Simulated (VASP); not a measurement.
Si:

```
Si
1.0
     2.62054    0.00000    0.00000
    -1.31027    2.26946    0.00000
     0.00000    0.00000    2.46635
Si
1
Direct
  0.00000 0.00000 0.00000
```

- Program: VASP 6.6.1
- Task: relaxation of cell and atoms
- Functional: r2SCAN
- Potentials or basis: VASP PAW PBE potentials, release 64 (Si)
- Cutoff: 600 eV
- k mesh: 18 × 18 × 16
- Occupations: gaussian, width 0.1 eV
- Spin: no spin polarisation

At the start: pressure 2.1 GPa; volume 14.67 Å³/atom.

Problem. Where does the relaxation end?

Solution. Over 7 steps the energy falls by 2.1 meV/atom and the volume is 14.91 Å³/atom (+1.7 %); space group P6/mmm (No. 191, to 0.05 Å).

The path:
```tsv
step	energy change (eV)	largest force (eV/Å)	pressure (GPa)	volume (Å³)
1	0.0000	0.0000	2.09	14.67
2	-0.0014	0.0000	-1.20	15.08
3	-0.0020	0.0000	-0.08	14.93
4	-0.0020	0.0000	-0.11	14.94
5	-0.0021	0.0000	-0.03	14.92
6	-0.0021	0.0000	-0.05	14.92
7	-0.0021	0.0000	0.02	14.91
```

Final structure:
```xyz
1
Lattice="2.6285 0.0000 0.0000 -1.3143 2.2764 0.0000 0.0000 0.0000 2.4925" Properties=species:S:1:pos:R:3 pbc="T T T"
Si    2.6285    0.0000    0.0000
```

Caveat: the PAW data sets were made with another functional, which shifts forces and pressure a little.
